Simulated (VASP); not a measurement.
Tl2Sn2H5:

```
Tl Sn H
1.0
     5.51756    0.00000    0.00000
    -2.75878    4.77834    0.00000
     0.00000    0.00000    5.66704
Tl Sn H
2 2 5
Direct
  0.33333 0.66667 0.50000
  0.66667 0.33333 0.50000
  0.00000 0.00000 0.00000
  0.00000 0.00000 0.50000
  0.50000 0.00000 0.00000
  0.00000 0.50000 0.00000
  0.50000 0.50000 0.00000
  0.33333 0.66667 0.00000
  0.66667 0.33333 0.00000
```

The cell was generated, and may not be a known phase.

| Item | Value |
| --- | --- |
| Program | VASP 6.6.1 |
| Task | relaxation of cell and atoms |
| Functional | PBE |
| Potentials or basis | VASP PAW PBE potentials, release 64 (Tl_d, Sn_d, H) |
| Cutoff | 600 eV |
| k mesh | 6 × 6 × 4 |
| Occupations | gaussian, width 0.1 eV |
| Spin | no spin polarisation |

At the start: pressure 0.5 GPa; volume 16.60 Å³/atom.

How do energy, volume and symmetry change on relaxing?

Over 3 steps the energy falls by 12.6 meV/atom and the volume is 16.89 Å³/atom (+1.7 %); space group P6/mmm (No. 191, to 0.1 Å) before and after.

Step by step:
```
step  energy change (eV)  largest force (eV/Å)  pressure (GPa)  volume (Å³)
   1              0.0000                0.0000            0.48       149.41
   2             -0.0766                0.0000            0.28       150.44
   3             -0.1131                0.0000            0.12       152.01
```

Final structure:
```
CELL_PARAMETERS angstrom
5.41496 0.00000 0.00000
-2.70748 4.68949 0.00000
0.00000 0.00000 5.98623
ATOMIC_POSITIONS crystal
Tl 0.33333 0.66667 0.50000
Tl 0.66667 0.33333 0.50000
Sn 0.00000 0.00000 0.00000
Sn 0.00000 0.00000 0.50000
H 0.50000 0.00000 0.00000
H 0.00000 0.50000 0.00000
H 0.50000 0.50000 0.00000
H 0.33333 0.66667 0.00000
H 0.66667 0.33333 0.00000
```

Caveat: the highest band is partly filled, so the run has too few bands; an odd number of electrons without spin polarisation forces a metal; a magnetic or distorted state may lie lower.
